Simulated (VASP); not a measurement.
Input of a VASP 6.6.1 run:

INCAR

```
SYSTEM = Cr
PREC = Accurate
ENCUT = 520
EDIFF = 1E-6
ISMEAR = -1
SIGMA = 0.1
LREAL = .FALSE.
LASPH = .TRUE.
NELM = 60
ALGO = Normal
ISIF = 2
LWAVE = .FALSE.
LCHARG = .FALSE.
GGA = RP
NBANDS = 19
```

The input KPOINTS:

```
regular mesh
0
G
  16 16 8
  0 0 0
```

The input POSCAR:

```
Cr
1.0
    2.4381863265      0.0000000000      0.0000000000
   -1.2190931632      2.1115312979      0.0000000000
    0.0000000000      0.0000000000      4.3554686103
Cr
2
Direct
    0.3333333333      0.6666666667      0.2500000000
    0.6666666667      0.3333333333      0.7500000000
```

Potentials or basis: VASP PAW PBE potentials, release 64 (Cr_pv).

Run with:

```sh
$ cat potpaw_PBE.64/Cr_pv/POTCAR > POTCAR
$ mpirun -np 1 vasp_std > vasp.out
```

(1) Estimate the pressure.

(2) What does it give for the band gap on the k mesh?

## Answers

(1) 21.6 GPa.

(2) zero (band 12 reaches 12.38 eV, above the bottom of band 13 at 10.98 eV).

Caveat: the PAW data sets were made with another functional, which shifts forces and pressure a little; the run has no spin polarisation, though such a crystal can be magnetic.
